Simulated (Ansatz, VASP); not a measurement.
# TiSe in VASP and in Ansatz

```
Ti Se
1.0
     3.55900    0.00000    0.00000
    -1.77950    3.08218    0.00000
     0.00000    0.00000    6.22000
Ti Se
2 2
Direct
  0.00000 0.00000 0.00000
  0.00000 0.00000 0.50000
  0.33333 0.66667 0.25000
  0.66667 0.33333 0.75000
```

Alike in both runs: task single point; functional r2SCAN; k mesh 12 × 12 × 6; occupations gaussian, width 0.05 eV; no spin polarisation.

|  | VASP | Ansatz |
| --- | --- | --- |
| version | VASP 6.6.1 | Ansatz 0.2.0 |
| potentials or method | VASP PAW PBE potentials, release 64 (Ti_sv, Se), cutoff 520 eV | scalar-relativistic, plane waves, PAW |
| valence electrons in the cell | 36 | 56 |

Ansatz gave:

| Property | Result |
| --- | --- |
| pressure (GPa) | 3.7 |
| traceless stress, the component that is largest in VASP (GPa) | 5.85 |

**Question.** Which values does VASP return?

**Answer.** Pressure (GPa): 4.1; traceless stress, the component that is largest in VASP (GPa): 5.94.

VASP's potentials were made for PBE, not for r2SCAN. With one functional, cell and mesh, what is left measures potentials, basis and numerics. VASP's potentials hold 36 valence electrons a cell and Ansatz's 56, so a difference there can come from the potentials and not from the codes.
